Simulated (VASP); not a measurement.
Runs of VASP 6.6.1 on PbSe. The structure is that of space group I4/mmm (No. 139), or close to it. The cells are those of the table. 

| level | cell | smearing | gap on the mesh (eV) | pressure (GPa) |
| --- | --- | --- | --- | --- |
| r2SCAN | a = 4.303, b = 4.303, c = 4.368 Å, angles 59.5, 59.5, 61.0°, 2 atoms | gaussian 0.01 eV | (b) | (a) |
| r2SCAN | a = 4.282, b = 4.282, c = 4.368 Å, angles 59.3, 59.3, 61.3°, 2 atoms | gaussian 0.01 eV | 0.47 | (c) |
| PBE | a = 4.282, b = 4.282, c = 4.368 Å, angles 59.3, 59.3, 61.3°, 2 atoms | fermi-dirac 0.02 eV | 0.19 | 3.5 |
| PBE | a = 4.303, b = 4.303, c = 4.368 Å, angles 59.5, 59.5, 61.0°, 2 atoms | fermi-dirac 0.02 eV | 0.25 | 2.7 |

Alike in all rows: task single point; potentials or basis VASP PAW PBE potentials, release 64 (Pb_d, Se); no spin polarisation; k mesh 8 × 8 × 8; cutoff (eV) 520.

Problem. Fill in the values left out.

Solution. (a) 1.8; (b) 0.54; (c) 2.6.

Caveats: spin-orbit coupling is left out, which moves the levels of the heavy elements; the PAW data sets were made with another functional, which shifts forces and pressure a little (at least some runs); the stress differs along the axes, from 1 to 7 GPa (at least some runs).

A k mesh can miss the band edges, and the runs leave out spin-orbit coupling on Pb, Se.
